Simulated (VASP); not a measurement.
# Li3Si2N3 (P1) in VASP: single point with PBE

Aim: the single point of Li3Si2N3 with PBE.

Everything below comes from runs of VASP 6.6.1. Logs are shortened: lines on timing, memory, paths and dates and some standing lists are left out, and cuts for length are marked.

## (1) The cell of the first run

The typed cell holds 8 atoms: a = 4.545 Å, b = 4.591 Å, c = 4.617 Å, α = 63.61°, β = 69.17°, γ = 70.05°.

## (2) Single point, PBE (9.84 Å³/atom)

INCAR

```
PREC     = Accurate       # precision mode
ENCUT    = 520            # plane-wave cutoff, eV
EDIFF    = 1E-6           # SCF threshold, eV
ISMEAR   = 0              # smearing method
SIGMA    = 0.02           # smearing width, eV
LREAL    = F              # projectors in reciprocal space
LASPH    = T              # aspherical terms in the spheres
NELM     = 80             # most SCF steps
ALGO     = Normal         # electronic algorithm
ISIF     = 2              # what is computed and relaxed
LWAVE    = F              # write WAVECAR
LCHARG   = F              # write CHGCAR
GGA      = PE             # functional
NBANDS   = 26             # bands
```

KPOINTS

```
Automatic mesh
0
Gamma
  6 8 8
```

POSCAR

```
Li3Si2N3
1.0
    4.5449865653      0.0033168692     -0.0148698976
    1.5632700468      4.3161723722     -0.0127435192
    1.6536441952      1.5953217820      4.0042213728
Li Si N
3 2 3
Direct
    0.9012468473      0.4144794074      0.3872637810
    0.2880684545      0.6606590402      0.4722440725
    0.8355830643      0.8184472911      0.8239465530
    0.2647203878      0.0808923469      0.8734847299
    0.5252926928      0.3020760077      0.0980465347
    0.9006438913      0.3572884378      0.8318548513
    0.5531708308      0.1897944837      0.5004554189
    0.2312768611      0.6763639850      0.0127000290
```

Potentials or basis: VASP PAW PBE potentials, release 64 (Li_sv, Si, N).

Run with:

```
$ cat potpaw_PBE.64/Li_sv/POTCAR potpaw_PBE.64/Si/POTCAR potpaw_PBE.64/N/POTCAR > POTCAR
$ mpirun -np 1 vasp_std > vasp.out
```

OUTCAR:

```text
PREC = Accurate
   ENCUT = 520
   EDIFF = 1E-6
   ISMEAR = 0
   LREAL = F
   LASPH = T
   NELM = 80
   ISIF = 2
   GGA = PE

 ion  position               nearest neighbor table
   1  0.901  0.414  0.387-   6 1.95   7 1.97   8 2.06   3 2.49   2 2.58   2 2.60   5 2.65   5 2.79
                             4 2.82
   2  0.288  0.661  0.472-   7 2.06   3 2.25   4 2.49   1 2.58   4 2.59   1 2.60   5 2.62
   3  0.836  0.818  0.824-   6 2.02   8 2.06   7 2.10   2 2.25   4 2.43   1 2.49   4 2.73   5 2.75
                             5 2.76
   4  0.265  0.081  0.873-   8 1.72   6 1.72   7 1.74   3 2.43   5 2.48   2 2.49   2 2.59   3 2.73
                             1 2.82   5 3.09   5 3.13
   5  0.525  0.302  0.098-   7 1.73   6 1.74   8 1.76   4 2.48   2 2.62   1 2.65   3 2.75   3 2.76
                             1 2.79   4 3.09   4 3.13
   6  0.901  0.357  0.832-   4 1.72   5 1.74   1 1.95   3 2.02
   7  0.553  0.190  0.500-   5 1.73   4 1.74   1 1.97   2 2.06   3 2.10
   8  0.231  0.676  0.013-   4 1.72   5 1.76   1 2.06   3 2.06

  LATTYP: Found a triclinic cell.
 ALAT       =     5.2432204329
 B/A-ratio  =     1.3848232640
 C/A-ratio  =     0.9254895974
 COS(alpha) =     0.0028930225
 COS(beta)  =     0.4714687322
 COS(gamma) =     0.7735499477

  Lattice vectors:

 A1 = (  -2.9817165185,   4.3128555030,   0.0021263784)
 A2 = (  -1.3280723233,   5.9081772850,   4.0063477512)
 A3 = (  -0.0903741484,   2.7208505902,  -4.0169648920)

Analysis of symmetry for initial positions (statically):
=====================================================================
 Subroutine PRICEL returns:
 Original cell was already a primitive cell.

 Routine SETGRP: Setting up the symmetry group for a
 triclinic supercell.

 Subroutine GETGRP returns: Found  1 space group operations
 (whereof  1 operations were pure point group operations)
 out of a pool of  2 trial point group operations.

The static configuration has the point symmetry C_1 .

Analysis of symmetry for dynamics (positions and initial velocities):
=====================================================================
 Subroutine PRICEL returns:
 Original cell was already a primitive cell.

 Routine SETGRP: Setting up the symmetry group for a
 triclinic supercell.

 Subroutine GETGRP returns: Found  1 space group operations
 (whereof  1 operations were pure point group operations)
 out of a pool of  2 trial point group operations.

The dynamic configuration has the point symmetry C_1 .

 Subroutine INISYM returns: Found  1 space group operations
 (whereof  1 operations are pure point group operations),
 and found     1 'primitive' translations

----------------------------------------------------------------------------------------

                                     Primitive cell

  volume of cell :      78.6912

  direct lattice vectors                    reciprocal lattice vectors
     4.544986565  0.003316869 -0.014869898     0.219887840 -0.079815176 -0.059009066
     1.563270047  4.316172372 -0.012743519    -0.000470240  0.231585235 -0.092071673
     1.653644195  1.595321782  4.004221373     0.000815069  0.000440627  0.249224289

  length of vectors
     4.545012101  4.590568547  4.616641584     0.241253382  0.249217045  0.249226011

  position of ions in fractional coordinates (direct lattice)
     0.901246847  0.414479407  0.387263781
     0.288068454  0.660659040  0.472244072
     0.835583064  0.818447291  0.823946553
     0.264720388  0.080892347  0.873484730
     0.525292693  0.302076008  0.098046535
     0.900643891  0.357288438  0.831854851
     0.553170831  0.189794484  0.500455419
     0.231276861  0.676363985  0.012700029

  ion indices of the primitive-cell ions
   primitive index   ion index
                 1           1
                 2           2
                 3           3
                 4           4
                 5           5
                 6           6
                 7           7
                 8           8

----------------------------------------------------------------------------------------

 KPOINTS: Automatic mesh

Automatic generation of k-mesh.
 Grid dimensions read from file:
 generate k-points for:    6    8    8

 Generating k-lattice:

  Cartesian coordinates                     Fractional coordinates (reciprocal lattice)
     0.036647973 -0.013302529 -0.009834844     0.166666667  0.000000000  0.000000000
    -0.000058780  0.028948154 -0.011508959     0.000000000  0.125000000  0.000000000
     0.000101884  0.000055078  0.031153036    -0.000000000 -0.000000000  0.125000000

  Length of vectors
     0.040208897  0.031152131  0.031153251

  Shift w.r.t. Gamma in fractional coordinates (k-lattice)
     0.000000000  0.000000000  0.000000000

 Subroutine IBZKPT returns following result:
 ===========================================

 Found    196 irreducible k-points:

 Following reciprocal coordinates:
            Coordinates               Weight
  0.000000  0.000000  0.000000      1.000000
  0.166667  0.000000  0.000000      2.000000
  0.333333  0.000000  0.000000      2.000000
  0.500000 -0.000000  0.000000      1.000000
 -0.000000  0.125000 -0.000000      2.000000
  0.166667  0.125000 -0.000000      2.000000
[... 16 lines left out ...]
 -0.000000  0.500000 -0.000000      1.000000
  0.166667  0.500000  0.000000      2.000000
 [... further k-points ...]
   k-points           NKPTS =    196   k-points in BZ     NKDIM =    196   number of bands    NBANDS=     26
   number of dos      NEDOS =    301   number of ions     NIONS =      8
   total plane-waves  NPLWV =  46656
   dimension x,y,z NGX =    36 NGY =   36 NGZ =   36
   dimension x,y,z NGXF=    72 NGYF=   72 NGZF=   72
   ions per type =               3   2   3
   NGX,Y,Z   is equivalent  to a cutoff of  13.17, 13.04, 12.96 a.u.
   NGXF,Y,Z  is equivalent  to a cutoff of  26.34, 26.07, 25.93 a.u.
 SYSTEM =  unknown system
   PREC   = accura    normal or accurate (medium, high low for compatibility)
   ISTART =      0    job   : 0-new  1-cont  2-samecut
   ICHARG =      2    charge: 1-file 2-atom 10-const
   ISPIN  =      1    spin polarized calculation?
   LNONCOLLINEAR =      F non collinear calculations
   LSORBIT =      F    spin-orbit coupling
   LASPH  =      T    aspherical Exc in radial PAW
   ENCUT  =  520.0 eV  38.22 Ry    6.18 a.u.   8.45  8.54  8.58*2*pi/ulx,y,z
   NELM   =     80;   NELMIN=  2; NELMDL= -5     # of ELM steps
   EDIFF  = 0.1E-05   stopping-criterion for ELM
   LREAL  =      F    real-space projection
   EDIFFG = 0.1E-04   stopping-criterion for IOM
   NSW    =      0    number of steps for IOM
   IBRION =     -1    ionic relax: 0-MD 1-quasi-New 2-CG
   NFREE  =      0    steps in history (QN), initial steepest desc. (CG)
   ISIF   =      2    stress and relaxation
   ISYM   =      2    0-nonsym 1-usesym 2-fastsym
   POTIM  = 0.5000    time-step for ionic-motion
   TEBEG  =    0.0;   TEEND  =   0.0 temperature during run
   PSTRESS=    0.0 pullay stress
   NELECT =      32.0000    total number of electrons
   NUPDOWN=      -1.0000    fix difference up-down
   EMIN   =  10.00;   EMAX   =-10.00  energy-range for DOS
   EFERMI =   0.00;   METHOD = LEGACY
   ISMEAR =     0;   SIGMA  =   0.02  broadening in eV -4-tet -1-fermi 0-gaus
   EFERMI_NEDOS =   21; number of points for ismear=-14 and -15
   IALGO  =     38    algorithm
   IMIX   =      4    mixing-type and parameters
     AMIX     =   0.40;   BMIX     =  1.00
     AMIX_MAG =   1.60;   BMIX_MAG =  1.00
  volume/ion in A,a.u.               =       9.84        66.38
  Fermi-wavevector in a.u.,A,eV,Ry     =   1.212875  2.292002 20.015069  1.471066
  Thomas-Fermi vector in A             =   2.348345
   LORBIT       =      0    0 simple, 1 ext, 2 COOP (PROOUT), +10 PAW based schemes
   GGA     = PE    functional components
   LHFCALC =     F    Hartree Fock is set to
   AEXX    =    0.0000 exact exchange contribution
   IVDW    =     0    specifies the selected vdW correction
   LEPSILON=     F    determine dielectric tensor
   LRPA    =     F    only Hartree local field effects (RPA)
 non-spin polarized calculation
 Gauss-broadening in eV      SIGMA  =   0.02
  energy-cutoff  :      520.00
  volume of cell :       78.69
 maximum number of plane-waves:      2136
 NGX is ok and might be reduce to    36
   NGX = 17   NGY = 17   NGZ = 17

 number of electron      31.9999998 magnetization

 Free energy of the ion-electron system (eV)
  ---------------------------------------------------
  ext. energy  EPLUGINS =         0.00000000
  ---------------------------------------------------
  free energy    TOTEN  =       -47.38466827 eV

  energy without entropy =      -47.38466827  energy(sigma->0) =      -47.38466827

 E-fermi :   6.0530     XC(G=0): -10.2780

 val. band max:        5.8268945938   @ k =   0.3333   0.3750   0.3750
 cond. band min:       7.7021046187   @ k =   0.3333   0.2500   0.2500
 fundamental gap:      1.8752100249
 Fermi energy:         6.0530318292

 k-point     1 :       0.0000    0.0000    0.0000
  band No.  band energies     occupation
      1     -40.1174      2.00000
      2     -39.5432      2.00000
      3     -39.0490      2.00000
      4     -10.9850      2.00000
      5      -8.2912      2.00000
      6      -8.1393      2.00000
[... 18 lines left out ...]
     25      15.6610      0.00000
     26      16.5302      0.00000

 k-point     2 :       0.1667    0.0000    0.0000
  band No.  band energies     occupation
      1     -40.1172      2.00000
      2     -39.5434      2.00000
      3     -39.0491      2.00000
      4     -10.8710      2.00000
      5      -8.4868      2.00000
      6      -8.1953      2.00000
[... 18 lines left out ...]
     25      15.6356      0.00000
     26      16.3343      0.00000

 k-point     3 :       0.3333    0.0000    0.0000
  band No.  band energies     occupation
      1     -40.1168      2.00000
      2     -39.5436      2.00000
      3     -39.0493      2.00000
      4     -10.5625      2.00000
      5      -9.0201      2.00000
      6      -8.2204      2.00000
[... 18 lines left out ...]
     25      15.3083      0.00000
     26      15.9254      0.00000

 k-point     4 :       0.5000   -0.0000    0.0000
  band No.  band energies     occupation
      1     -40.1166      2.00000
      2     -39.5437      2.00000
      3     -39.0493      2.00000
      4     -10.3019      2.00000
      5      -9.3879      2.00000
      6      -8.2279      2.00000
[... 18 lines left out ...]
     25      15.1784      0.00000
     26      15.6370      0.00000
[... 496 lines left out ...]
      1     -40.1170      2.00000
      2     -39.5425      2.00000
      3     -39.0501      2.00000
      4     -10.2590      2.00000
      5      -9.3162      2.00000
      6      -8.3469      2.00000
[... 18 lines left out ...]
     25      14.7622      0.00000
     26      15.9949      0.00000

 k-point    23 :      -0.0000    0.5000   -0.0000
  band No.  band energies     occupation
      1     -40.1172      2.00000
      2     -39.5422      2.00000
      3     -39.0502      2.00000
      4     -10.3033      2.00000
      5      -9.3400      2.00000
      6      -8.2309      2.00000
[... 18 lines left out ...]
     25      14.7858      0.00000
     26      15.5920      0.00000

 k-point    24 :       0.1667    0.5000    0.0000
  band No.  band energies     occupation
      1     -40.1170      2.00000
      2     -39.5423      2.00000
      3     -39.0502      2.00000
      4     -10.2306      2.00000
      5      -9.3319      2.00000
      6      -8.3434      2.00000
[... 18 lines left out ...]
     25      15.0783      0.00000
     26      15.4952      0.00000

 [... further k-points ...]

------------------------ aborting loop because EDIFF is reached ----------------------------------------

  FORCE on cell =-STRESS in cart. coord.  units (eV):
  Direction    XX          YY          ZZ          XY          YZ          ZX
  --------------------------------------------------------------------------------------
  -------------------------------------------------------------------------------------
  Total        3.2311536      3.2420390      3.2691107     -0.0358667     -0.0133278     -0.0246191
  in kB       65.7872859     66.0089175     66.5601060     -0.7302561     -0.2713585     -0.5012518
  external PRESSURE =      66.1187698 kB  Pullay stress =       0.0000000 kB

 VOLUME and BASIS-vectors are now :
 -----------------------------------------------------------------------------
  energy-cutoff  :      520.00
  volume of cell :       78.69
      direct lattice vectors                 reciprocal lattice vectors
     4.544986565  0.003316869 -0.014869898     0.219887840 -0.079815176 -0.059009066
     1.563270047  4.316172372 -0.012743519    -0.000470240  0.231585235 -0.092071673
     1.653644195  1.595321782  4.004221373     0.000815069  0.000440627  0.249224289

 POSITION                                       TOTAL-FORCE (eV/Angst)
 -----------------------------------------------------------------------------------
      5.38449      2.40976      1.53201         0.000343     -0.003595     -0.017334
      3.12298      3.60586      1.87827        -0.000938      0.009226     -0.003088
      6.43968      4.84979      3.27641         0.002230      0.007245      0.002816
      2.77404      1.74351      3.49266        -0.005024     -0.006083     -0.011012
      3.02181      1.46197      0.38094        -0.005647      0.018522     -0.007438
      6.02754      2.87218      3.31299         0.006319     -0.017967      0.029038
      3.63843      1.61941      1.99329        -0.014434     -0.011706      0.007588
      2.12949      2.94033      0.03880         0.017151      0.004358     -0.000569
 -----------------------------------------------------------------------------------
    total drift:                                0.000589     -0.000610      0.000414

  FREE ENERGIE OF THE ION-ELECTRON SYSTEM (eV)
  ---------------------------------------------------
  free  energy   TOTEN  =       -47.3846682746 eV

  energy  without entropy=      -47.3846682746  energy(sigma->0) =      -47.38466827
```

Wall time 2.3 min (1 thread of Intel Xeon 6975P-C (Granite Rapids), shared host); peak memory 0.42 GiB.

Results:

| Item | Value |
| --- | --- |
| Free energy | -47.3847 eV |
| Largest force | 0.035 eV/Å |
| Band gap on the k mesh | 1.88 eV (least direct gap 2.02 eV) |

Forces on the atoms (eV/Å):
```
Li   0.000 -0.004 -0.017
Li  -0.001  0.009 -0.003
Li   0.002  0.007  0.003
Si  -0.005 -0.006 -0.011
Si  -0.006  0.019 -0.007
N    0.006 -0.018  0.029
N   -0.014 -0.012  0.008
N    0.017  0.004 -0.001
```

Caveat: the cutoff is under 1.25 times the usual one of these potentials, so pressure, stress and relaxed cells hold a basis-set (Pulay) error.
